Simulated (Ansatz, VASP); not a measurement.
## Sn2Te3Se in VASP and in Ansatz

```
CELL_PARAMETERS angstrom
5.81166 0.00000 0.00000
-2.90583 5.03305 0.00000
0.00000 0.00000 6.02512
ATOMIC_POSITIONS crystal
Sn 0.33333 0.66667 0.50000
Sn 0.66667 0.33333 0.50000
Te 0.33333 0.66667 0.00000
Te 0.66667 0.33333 0.00000
Te 0.00000 0.00000 0.50000
Se 0.00000 0.00000 0.00000
```

Alike in both runs: functional PBE; k mesh 6 × 6 × 4; occupations gaussian, width 0.1 eV; no spin polarisation.

Ansatz relaxed the structure, and its values are those at the end. VASP's run is a single point on that final structure, the one shown.

|  | VASP | Ansatz |
| --- | --- | --- |
| version | VASP 6.6.1 | Ansatz 0.2.0 |
| potentials or method | VASP PAW PBE potentials, release 64 (Sn_d, Te, Se), cutoff 520 eV | scalar-relativistic, plane waves, PAW |
| valence electrons in the cell | 52 | 92 |

VASP gave:

```
gap on the k mesh at the Fermi level (eV) : none
pressure (GPa)                            : -0.1
```

Task: Estimate Ansatz's values.

Result: gap on the k mesh at the Fermi level (eV): none; pressure (GPa): 0.0.

A gap of «none» marks a metal or a gap that the smearing closes. The functional is the same, so the differences come from potentials, cutoffs and numerics. VASP's potentials hold 52 valence electrons a cell and Ansatz's 92, so a difference there can come from the potentials and not from the codes.

Neither program's run includes spin-orbit coupling.
